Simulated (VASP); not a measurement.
Here is a VASP 6.6.1 calculation.

File INCAR:

```
  PREC = Accurate
  ENCUT = 520
  EDIFF = 1E-7
  ISMEAR = -1
  SIGMA = 0.05
  LREAL = F
  LASPH = T
  NELM = 100
  ALGO = Normal
  ISIF = 2
  LWAVE = F
  LCHARG = T
  GGA = PS
  IVDW = 12
  LELF = T
  LVHAR = T
  NBANDS = 16
```

File KPOINTS:

```
Automatic mesh
0
Gamma
  10 10 5
```

The input POSCAR:

```
SiC
1.0
    3.0553550827      0.0000000000      0.0000000000
   -1.5276775413      2.6460151191      0.0000000000
    0.0000000000      0.0000000000      5.0141197845
Si C
2 2
Direct
    0.6666666667      0.3333333333      0.5000000000
    0.3333333333      0.6666666667      0.0000000000
    0.6666666667      0.3333333333      0.8850000000
    0.3333333333      0.6666666667      0.3850000000
```

Potentials or basis: VASP PAW PBE potentials, release 64 (Si, C).

Command:

```console
$ cat potpaw_PBE.64/Si/POTCAR potpaw_PBE.64/C/POTCAR > POTCAR
$ mpirun -np 1 vasp_std > vasp.out
```

Task: Predict the pressure.

Result: 1.4 GPa.

Task: What does it give for the largest force?

Result: 0.783 eV/Å.

Task: Predict the dispersion energy per atom.

Result: -0.247 eV.

Forces on the atoms (eV/Å):
```
Si   0.000  0.000  0.783
Si   0.000  0.000  0.783
C    0.000  0.000 -0.783
C    0.000  0.000 -0.783
```

Caveat: the PAW data sets were made with another functional, which shifts forces and pressure a little.
